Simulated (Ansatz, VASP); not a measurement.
InSb: VASP beside Ansatz

Contents of INCAR:

```
SYSTEM = InSb
ALGO     = Normal         ! electronic algorithm
EDIFF    = 1E-6           ! SCF threshold, eV
ENCUT    = 520            ! plane-wave cutoff, eV
GGA      = PE             ! functional
ISIF     = 2              ! what is computed and relaxed
ISMEAR   = 0              ! smearing method
LASPH    = .True.         ! aspherical terms in the spheres
LCHARG   = .False.        ! write CHGCAR
LREAL    = .False.        ! projectors in reciprocal space
LWAVE    = .False.        ! write WAVECAR
NBANDS   = 16             ! bands
NELM     = 100            ! most SCF steps
PREC     = Accurate       ! precision mode
SIGMA    = 0.15           ! smearing width, eV
```

File KPOINTS:

```
k-points
0
Gamma
  14 14 14
  0 0 0
```

Contents of POSCAR:

```
InSb
1.0
    0.0000000000      2.9532922827      3.3342669872
    2.9532922827      0.0000000000      3.3342669872
    2.9532922827      2.9532922827      0.0000000000
In Sb
1 1
Direct
    0.0000000000      0.0000000000      0.0000000000
    0.5000000000      0.5000000000      0.5000000000
```

Input for Ansatz:

```yaml
crystal:
  lattice:
    - [0.0, 2.9532922827, 3.3342669872]
    - [2.9532922827, 0.0, 3.3342669872]
    - [2.9532922827, 2.9532922827, 0.0]
  atoms:
    - { symbol: In, position: [0.0, 0.0, 0.0] }
    - { symbol: Sb, position: [0.5, 0.5, 0.5] }
basis:
  ecutwfc: 420
kpoints:
  mp_grid: { grid: [14, 14, 14] }
hamiltonian:
  xc: pbe
  pseudopotentials: { kind: paw, azcp: { folder: soft_1 } }
scf:
  occupations: { method: gaussian, width: 0.15 }
output:
  forces: true
  stress: true
  eigenvalues: true
```

Alike in both runs: task single point; functional PBE; k mesh 14 × 14 × 14; occupations gaussian, width 0.15 eV; no spin polarisation.

|  | VASP | Ansatz |
| --- | --- | --- |
| version | VASP 6.6.1 | Ansatz 0.2.0 |
| potentials or method | VASP PAW PBE potentials, release 64 (In_d, Sb), cutoff 520 eV | scalar-relativistic, plane waves, PAW |
| valence electrons in the cell | 18 | 28 |

```csv
,VASP,Ansatz,Ansatz less VASP
gap on the k mesh at the Fermi level (eV),none,none,-
pressure (GPa),1.4,1.4,+0.04
"traceless stress, the component that is largest in VASP (GPa)",-5.15,-5.16,-0.006
```

A gap of «none» marks a metal or a gap that the smearing closes. The functional is the same, so the differences come from potentials, cutoffs and numerics. VASP's potentials hold 18 valence electrons a cell and Ansatz's 28, so a difference there can come from the potentials and not from the codes.

Spin-orbit coupling is off throughout.
